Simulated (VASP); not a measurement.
# ZnAu (P4/mmm) in VASP: a series of runs

The runs below take ZnAu through single point, with PBE.

All numbers are computed with VASP 6.6.1; they aren't measurements. Logs are shortened: lines on timing, memory, paths and dates and some standing lists are left out, and cuts for length are marked.

### Step 1. The cell of the first run

The structure is tetragonal, space group P4/mmm (No. 123). Conventional cell: a = 3.236 Å, b = 3.236 Å, c = 2.977 Å, α = 90.00°, β = 90.00°, γ = 90.00°. Zn (site symmetry 4/mmm) has 8 Au at 2.73 Å and 6 Zn at 2.98 to 3.24 Å within 3.6 Å. Au (site symmetry 4/mmm) has 8 Zn at 2.73 Å and 6 Au at 2.98 to 3.24 Å within 3.6 Å.

### Step 2. Single point, PBE

INCAR reads:

```
ALGO     = Fast           # electronic algorithm
EDIFF    = 1E-6           # SCF threshold, eV
ENCUT    = 520            # plane-wave cutoff, eV
GGA      = PE             # functional
ISIF     = 2              # what is computed and relaxed
ISMEAR   = 0              # smearing method
LASPH    = T              # aspherical terms in the spheres
LCHARG   = F              # write CHGCAR
LREAL    = F              # projectors in reciprocal space
LWAVE    = F              # write WAVECAR
NBANDS   = 18             # bands
NELM     = 100            # most SCF steps
PREC     = Accurate       # precision mode
SIGMA    = 0.15           # smearing width, eV
```

KPOINTS reads:

```
k-points
0
Gamma
  16 16 16
```

POSCAR reads:

```
ZnAu
1.0
    3.2356941753      0.0000000000      0.0000000000
    0.0000000000      3.2356941753      0.0000000000
    0.0000000000      0.0000000000      2.9768386413
Zn Au
1 1
Direct
    0.5000000000      0.5000000000      0.5000000000
    0.0000000000      0.0000000000      0.0000000000
```

Potentials or basis: VASP PAW PBE potentials, release 64 (Zn, Au).

On the command line:

```
$ cat potpaw_PBE.64/Zn/POTCAR potpaw_PBE.64/Au/POTCAR > POTCAR
$ mpirun -np 1 vasp_std > vasp.out
```

OUTCAR:

```text
EDIFF = 1E-6
   ENCUT = 520
   GGA = PE
   ISIF = 2
   ISMEAR = 0
   LASPH = T
   LREAL = F
   NELM = 100
   PREC = Accurate

 ion  position               nearest neighbor table
   1  0.500  0.500  0.500-   2 2.73   2 2.73   2 2.73   2 2.73   2 2.73   2 2.73   2 2.73   2 2.73

   2  0.000  0.000  0.000-   1 2.73   1 2.73   1 2.73   1 2.73   1 2.73   1 2.73   1 2.73   1 2.73

  LATTYP: Found a simple tetragonal cell.
 ALAT       =     3.2356941753
 C/A-ratio  =     0.9200000000

  Lattice vectors:

 A1 = (   3.2356941753,   0.0000000000,   0.0000000000)
 A2 = (   0.0000000000,   3.2356941753,   0.0000000000)
 A3 = (   0.0000000000,   0.0000000000,   2.9768386413)

Analysis of symmetry for initial positions (statically):
=====================================================================
 Subroutine PRICEL returns:
 Original cell was already a primitive cell.

 Routine SETGRP: Setting up the symmetry group for a
 simple tetragonal supercell.

 Subroutine GETGRP returns: Found 16 space group operations
 (whereof 16 operations were pure point group operations)
 out of a pool of 16 trial point group operations.

The static configuration has the point symmetry D_4h.

Analysis of symmetry for dynamics (positions and initial velocities):
=====================================================================
 Subroutine PRICEL returns:
 Original cell was already a primitive cell.

 Routine SETGRP: Setting up the symmetry group for a
 simple tetragonal supercell.

 Subroutine GETGRP returns: Found 16 space group operations
 (whereof 16 operations were pure point group operations)
 out of a pool of 16 trial point group operations.

The dynamic configuration has the point symmetry D_4h.

 Subroutine INISYM returns: Found 16 space group operations
 (whereof 16 operations are pure point group operations),
 and found     1 'primitive' translations

----------------------------------------------------------------------------------------

                                     Primitive cell

  volume of cell :      31.1667

  direct lattice vectors                    reciprocal lattice vectors
     3.235694175  0.000000000  0.000000000     0.309052693  0.000000000  0.000000000
     0.000000000  3.235694175  0.000000000     0.000000000  0.309052693  0.000000000
     0.000000000  0.000000000  2.976838641     0.000000000  0.000000000  0.335926841

  length of vectors
     3.235694175  3.235694175  2.976838641     0.309052693  0.309052693  0.335926841

  position of ions in fractional coordinates (direct lattice)
     0.500000000  0.500000000  0.500000000
     0.000000000  0.000000000  0.000000000

  ion indices of the primitive-cell ions
   primitive index   ion index
                 1           1
                 2           2

----------------------------------------------------------------------------------------

 KPOINTS: k-points

Automatic generation of k-mesh.
 Grid dimensions read from file:
 generate k-points for:   16   16   16

 Generating k-lattice:

  Cartesian coordinates                     Fractional coordinates (reciprocal lattice)
     0.019315793  0.000000000  0.000000000     0.062500000  0.000000000  0.000000000
     0.000000000  0.019315793  0.000000000     0.000000000  0.062500000  0.000000000
     0.000000000  0.000000000  0.020995428     0.000000000  0.000000000  0.062500000

  Length of vectors
     0.019315793  0.019315793  0.020995428

  Shift w.r.t. Gamma in fractional coordinates (k-lattice)
     0.000000000  0.000000000  0.000000000

 Subroutine IBZKPT returns following result:
 ===========================================

 Found    405 irreducible k-points:

 Following reciprocal coordinates:
            Coordinates               Weight
  0.000000  0.000000  0.000000      1.000000
  0.062500  0.000000  0.000000      4.000000
  0.125000  0.000000  0.000000      4.000000
  0.187500  0.000000  0.000000      4.000000
  0.250000  0.000000  0.000000      4.000000
  0.312500  0.000000  0.000000      4.000000
[... 16 lines left out ...]
  0.437500  0.125000  0.000000      8.000000
  0.500000  0.125000  0.000000      4.000000
 [... further k-points ...]
   k-points           NKPTS =    405   k-points in BZ     NKDIM =    405   number of bands    NBANDS=     18
   number of dos      NEDOS =    301   number of ions     NIONS =      2
   total plane-waves  NPLWV =  13824
   dimension x,y,z NGX =    24 NGY =   24 NGZ =   24
   dimension x,y,z NGXF=    48 NGYF=   48 NGZF=   48
   ions per type =               1   1
   NGX,Y,Z   is equivalent  to a cutoff of  12.33, 12.33, 13.40 a.u.
   NGXF,Y,Z  is equivalent  to a cutoff of  24.66, 24.66, 26.81 a.u.
 SYSTEM =  unknown system
   PREC   = accura    normal or accurate (medium, high low for compatibility)
   ISTART =      0    job   : 0-new  1-cont  2-samecut
   ICHARG =      2    charge: 1-file 2-atom 10-const
   ISPIN  =      1    spin polarized calculation?
   LNONCOLLINEAR =      F non collinear calculations
   LSORBIT =      F    spin-orbit coupling
   LASPH  =      T    aspherical Exc in radial PAW
   ENCUT  =  520.0 eV  38.22 Ry    6.18 a.u.   6.02  6.02  5.53*2*pi/ulx,y,z
   NELM   =    100;   NELMIN=  2; NELMDL= -5     # of ELM steps
   EDIFF  = 0.1E-05   stopping-criterion for ELM
   LREAL  =      F    real-space projection
   EDIFFG = 0.1E-04   stopping-criterion for IOM
   NSW    =      0    number of steps for IOM
   IBRION =     -1    ionic relax: 0-MD 1-quasi-New 2-CG
   NFREE  =      0    steps in history (QN), initial steepest desc. (CG)
   ISIF   =      2    stress and relaxation
   ISYM   =      2    0-nonsym 1-usesym 2-fastsym
   POTIM  = 0.5000    time-step for ionic-motion
   TEBEG  =    0.0;   TEEND  =   0.0 temperature during run
   PSTRESS=    0.0 pullay stress
   NELECT =      23.0000    total number of electrons
   NUPDOWN=      -1.0000    fix difference up-down
   EMIN   =  10.00;   EMAX   =-10.00  energy-range for DOS
   EFERMI =   0.00;   METHOD = LEGACY
   ISMEAR =     0;   SIGMA  =   0.15  broadening in eV -4-tet -1-fermi 0-gaus
   EFERMI_NEDOS =   21; number of points for ismear=-14 and -15
   IALGO  =     68    algorithm
   IMIX   =      4    mixing-type and parameters
     AMIX     =   0.40;   BMIX     =  1.00
     AMIX_MAG =   1.60;   BMIX_MAG =  1.00
  volume/ion in A,a.u.               =      15.58       105.16
  Fermi-wavevector in a.u.,A,eV,Ry     =   1.479406  2.795672 29.778283  2.188642
  Thomas-Fermi vector in A             =   2.593568
   LORBIT       =      0    0 simple, 1 ext, 2 COOP (PROOUT), +10 PAW based schemes
   GGA     = PE    functional components
   LHFCALC =     F    Hartree Fock is set to
   AEXX    =    0.0000 exact exchange contribution
   IVDW    =     0    specifies the selected vdW correction
   LEPSILON=     F    determine dielectric tensor
   LRPA    =     F    only Hartree local field effects (RPA)
 non-spin polarized calculation
 RMM-DIIS sequential band-by-band and
 Gauss-broadening in eV      SIGMA  =   0.15
  energy-cutoff  :      520.00
  volume of cell :       31.17
 maximum number of plane-waves:       858
   NGX = 13   NGY = 13   NGZ = 11

 number of electron      23.0000019 magnetization

 Free energy of the ion-electron system (eV)
  ---------------------------------------------------
  ext. energy  EPLUGINS =         0.00000000
  ---------------------------------------------------
  free energy    TOTEN  =        -4.72811605 eV

  energy without entropy =       -4.72354775  energy(sigma->0) =       -4.72583190

 E-fermi :   7.1298     XC(G=0): -12.3768

 val. band max:        7.1296652775   @ k =   0.3125   0.1875   0.1250
 cond. band min:       7.1304742931   @ k =   0.4375   0.1875   0.4375
 fundamental gap:      0.0008090156
 Fermi energy:         7.1298319369

 k-point     1 :       0.0000    0.0000    0.0000
  band No.  band energies     occupation
      1      -3.5244      2.00000
      2      -1.0403      2.00000
      3      -1.0370      2.00000
      4      -0.4362      2.00000
      5      -0.2839      2.00000
      6      -0.2839      2.00000
[... 10 lines left out ...]
     17      20.2290      0.00000
     18      24.6930      0.00000

 k-point     2 :       0.0625    0.0000    0.0000
  band No.  band energies     occupation
      1      -3.4589      2.00000
      2      -1.0266      2.00000
      3      -1.0178      2.00000
      4      -0.4347      2.00000
      5      -0.2839      2.00000
      6      -0.2793      2.00000
[... 10 lines left out ...]
     17      20.1621      0.00000
     18      24.6689      0.00000

 k-point     3 :       0.1250    0.0000    0.0000
  band No.  band energies     occupation
      1      -3.2643      2.00000
      2      -0.9871      2.00000
      3      -0.9630      2.00000
      4      -0.4300      2.00000
      5      -0.2839      2.00000
      6      -0.2660      2.00000
[... 10 lines left out ...]
     17      20.1183      0.00000
     18      24.2165      0.00000

 k-point     4 :       0.1875    0.0000    0.0000
  band No.  band energies     occupation
      1      -2.9470      2.00000
      2      -0.9261      2.00000
      3      -0.8806      2.00000
      4      -0.4221      2.00000
      5      -0.2834      2.00000
      6      -0.2460      2.00000
[... 10 lines left out ...]
     17      21.1155      0.00000
     18      23.4100      0.00000

 k-point     5 :       0.2500    0.0000    0.0000
  band No.  band energies     occupation
      1      -2.5194      2.00000
      2      -0.8505      2.00000
      3      -0.7831      2.00000
      4      -0.4108      2.00000
      5      -0.2821      2.00000
      6      -0.2220      2.00000
[... 10 lines left out ...]
     17      22.3170      0.00000
     18      22.3861      0.00000

 k-point     6 :       0.3125    0.0000    0.0000
  band No.  band energies     occupation
      1      -2.0038      2.00000
      2      -0.7706      2.00000
      3      -0.6851      2.00000
      4      -0.3973      2.00000
      5      -0.2799      2.00000
      6      -0.1977      2.00000
[... 10 lines left out ...]
     17      21.0869      0.00000
     18      21.9035      0.00000

 k-point     7 :       0.3750    0.0000    0.0000
  band No.  band energies     occupation
      1      -1.4441      2.00000
      2      -0.6983      2.00000
      3      -0.6019      2.00000
      4      -0.3837      2.00000
      5      -0.2773      2.00000
      6      -0.1768      2.00000
[... 10 lines left out ...]
     17      19.8189      0.00000
     18      20.9690      0.00000

 k-point     8 :       0.4375    0.0000    0.0000
  band No.  band energies     occupation
      1      -0.9411      2.00000
      2      -0.6415      2.00000
      3      -0.5512      2.00000
      4      -0.3734      2.00000
      5      -0.2751      2.00000
      6      -0.1627      2.00000
[... 10 lines left out ...]
     17      19.2363      0.00000
     18      20.1806      0.00000
[... 229 lines left out ...]
     17      21.0713      0.00000
     18      21.7101      0.00000

 k-point    20 :       0.2500    0.1250    0.0000
  band No.  band energies     occupation
      1      -2.3063      2.00000
      2      -0.8355      2.00000
      3      -0.7081      2.00000
      4      -0.3884      2.00000
      5      -0.3339      2.00000
      6      -0.2034      2.00000
[... 10 lines left out ...]
     17      20.8703      0.00000
     18      22.7712      0.00000

 k-point    21 :       0.3125    0.1250    0.0000
  band No.  band energies     occupation
      1      -1.8354      2.00000
      2      -0.7776      2.00000
      3      -0.6126      2.00000
      4      -0.3426      2.00000
      5      -0.3325      2.00000
      6      -0.2012      2.00000
[... 10 lines left out ...]
     17      20.2232      0.00000
     18      23.5216      0.00000

 k-point    22 :       0.3750    0.1250    0.0000
  band No.  band energies     occupation
      1      -1.3593      2.00000
      2      -0.7341      2.00000
      3      -0.5423      2.00000
      4      -0.3250      2.00000
      5      -0.2417      2.00000
      6      -0.2064      2.00000
[... 10 lines left out ...]
     17      20.0275      0.00000
     18      22.2391      0.00000

 k-point    23 :       0.4375    0.1250    0.0000
  band No.  band energies     occupation
      1      -0.9866      2.00000
      2      -0.7256      2.00000
      3      -0.5093      2.00000
      4      -0.3154      2.00000
      5      -0.2149      2.00000
      6      -0.0540      2.00000
[... 10 lines left out ...]
     17      20.4011      0.00000
     18      21.0360      0.00000

 k-point    24 :       0.5000    0.1250    0.0000
  band No.  band energies     occupation
      1      -0.8058      2.00000
      2      -0.7740      2.00000
      3      -0.5012      2.00000
      4      -0.3105      2.00000
      5      -0.2194      2.00000
      6       0.0855      2.00000
[... 10 lines left out ...]
     17      20.2016      0.00000
     18      20.6156      0.00000

 [... further k-points ...]
[... 5 lines left out ...]
  --------------------------------------------------------------------------------------
  -------------------------------------------------------------------------------------
  Total        0.9019011      0.9019011      1.2393225      0.0000000      0.0000000      0.0000000
  in kB       46.3638287     46.3638287     63.7095704      0.0000000      0.0000000      0.0000000
  external PRESSURE =      52.1457426 kB  Pullay stress =       0.0000000 kB

 VOLUME and BASIS-vectors are now :
 -----------------------------------------------------------------------------
  energy-cutoff  :      520.00
  volume of cell :       31.17
      direct lattice vectors                 reciprocal lattice vectors
     3.235694175  0.000000000  0.000000000     0.309052693  0.000000000  0.000000000
     0.000000000  3.235694175  0.000000000     0.000000000  0.309052693  0.000000000
     0.000000000  0.000000000  2.976838641     0.000000000  0.000000000  0.335926841

 POSITION                                       TOTAL-FORCE (eV/Angst)
 -----------------------------------------------------------------------------------
      1.61785      1.61785      1.48842         0.000000      0.000000      0.000000
      0.00000      0.00000      0.00000         0.000000      0.000000      0.000000
 -----------------------------------------------------------------------------------
    total drift:                                0.000000      0.000000     -0.000000

  FREE ENERGIE OF THE ION-ELECTRON SYSTEM (eV)
  ---------------------------------------------------
  free  energy   TOTEN  =        -4.7281160542 eV

  energy  without entropy=       -4.7235477481  energy(sigma->0) =       -4.72583190
```

Run time: 3.1 min. Hardware: 1 thread of Oxide Virtual Turin-like, shared host; peak memory 0.3 GiB.

What came out:

- Free energy: -4.7281 eV
- Pressure: 5.2 GPa

Stress tensor (GPa, compression positive):
```
4.64 0.00 0.00
0.00 4.64 0.00
0.00 0.00 6.37
```

Levels at points of the mesh, in eV from the Fermi level:
```tsv
k point	band 9	band 10	band 11	band 12	band 13	band 14	band 15	band 16
(0.00, 0.00, 0.00)	-3.89	-3.70	-3.70	4.16	4.16	6.74	8.37	11.57
(0.50, 0.00, 0.00)	-5.10	-4.58	-3.83	-2.77	9.85	10.06	10.34	12.32
(0.50, 0.50, 0.00)	-3.97	-3.43	-2.32	-2.32	0.17	2.02	11.72	13.79
(0.00, 0.00, 0.50)	-5.20	-4.95	-4.07	-1.64	10.12	10.77	10.77	10.89
(0.50, 0.00, 0.50)	-4.11	-3.10	-1.92	-1.74	1.26	2.67	9.83	12.14
(0.50, 0.50, 0.50)	-3.33	-2.96	1.44	3.56	3.71	3.86	3.86	5.22
```

Caveat: spin-orbit coupling is left out, which moves the levels of the heavy elements.

### Step 3. Single point, PBE

This run uses another cell than the first one, of the same volume but with other edges.

INCAR reads:

```
SYSTEM = ZnAu
  PREC = Accurate
  ENCUT = 520
  EDIFF = 1E-7
  ISMEAR = 0
  SIGMA = 0.15
  LREAL = .FALSE.
  LASPH = .TRUE.
  NELM = 100
  ALGO = Fast
  ISIF = 2
  LWAVE = .FALSE.
  LCHARG = .FALSE.
  GGA = PE
  NBANDS = 18
```

KPOINTS reads:

```
regular mesh
0
G
  16 16 16
  0 0 0
```

POSCAR reads:

```
ZnAu
1.0
    3.0485911265      0.0000000000      0.0000000000
    0.0000000000      3.0485911265      0.0000000000
    0.0000000000      0.0000000000      3.3534502391
Zn Au
1 1
Direct
    0.5000000000      0.5000000000      0.5000000000
    0.0000000000      0.0000000000      0.0000000000
```

Potentials or basis: VASP PAW PBE potentials, release 64 (Zn, Au).

On the command line:

```
$ cat potpaw_PBE.64/Zn/POTCAR potpaw_PBE.64/Au/POTCAR > POTCAR
$ mpirun -np 1 vasp_std > vasp.out
```

Wall time 5 min (1 thread of Oxide Virtual Turin-like, shared host); peak memory 0.31 GiB.

The run converged. Its results:

* Free energy: -4.7285 eV
* Pressure: 5.1 GPa

Stress tensor (GPa, compression positive):
```
5.26 0.00 0.00
0.00 5.26 0.00
0.00 0.00 4.69
```

Levels at points of the mesh, in eV from the Fermi level:
| k point | band 9 | band 10 | band 11 | band 12 | band 13 | band 14 | band 15 | band 16 |
| --- | --- | --- | --- | --- | --- | --- | --- | --- |
| (0.00, 0.00, 0.00) | -3.81 | -3.81 | -3.63 | 3.20 | 5.96 | 5.96 | 8.12 | 12.25 |
| (0.50, 0.00, 0.00) | -5.18 | -4.79 | -3.97 | -1.97 | 9.34 | 9.57 | 10.15 | 11.49 |
| (0.50, 0.50, 0.00) | -4.27 | -2.91 | -1.62 | -1.62 | 1.60 | 2.92 | 9.15 | 11.53 |
| (0.00, 0.00, 0.50) | -4.70 | -4.70 | -3.74 | -3.19 | 10.81 | 11.43 | 11.43 | 11.60 |
| (0.50, 0.00, 0.50) | -3.96 | -3.34 | -2.25 | -2.07 | 0.59 | 2.21 | 11.16 | 13.29 |
| (0.50, 0.50, 0.50) | -3.38 | -2.89 | 1.46 | 3.67 | 3.67 | 3.74 | 3.98 | 5.49 |

Caveat: spin-orbit coupling is left out, which moves the levels of the heavy elements.
